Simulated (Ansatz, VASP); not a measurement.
# Two plane-wave programs on Mn

```
Mn
1.0
     0.00000    2.46228    2.46228
     2.46228    0.00000    2.46228
     2.46228    2.46228    0.00000
Mn
2
Direct
  0.00000 0.00000 0.00000
  0.50000 0.50000 0.50000
```

Alike in both runs: task single point; functional RPBE; k mesh 13 × 13 × 13; occupations fermi-dirac, width 0.05 eV; collinear spin.

|  | VASP | Ansatz |
| --- | --- | --- |
| version | VASP 6.6.1 | Ansatz 0.2.0 |
| potentials or method | VASP PAW PBE potentials, release 64 (Mn_pv), cutoff 520 eV | plane waves (420 eV) with PAW, scalar-relativistic |
| valence electrons in the cell | 26 | 30 |

Ansatz gave:

| Property | Result |
| --- | --- |
| pressure (GPa) | -2.2 |
| net moment per atom (μB) | 0.00 |
| size of the moment on the site where the two differ most (μB) | 2.74 |

Q: Which values does VASP return?

A: Pressure (GPa): -1.9; net moment per atom (μB): 0.00; size of the moment on the site where the two differ most (μB): 2.85.

VASP's potentials were made for PBE, not for RPBE. Site moments also hang on the region over which each program counts them. VASP's potentials hold 26 valence electrons a cell and Ansatz's 30, so a difference there can come from the potentials and not from the codes.
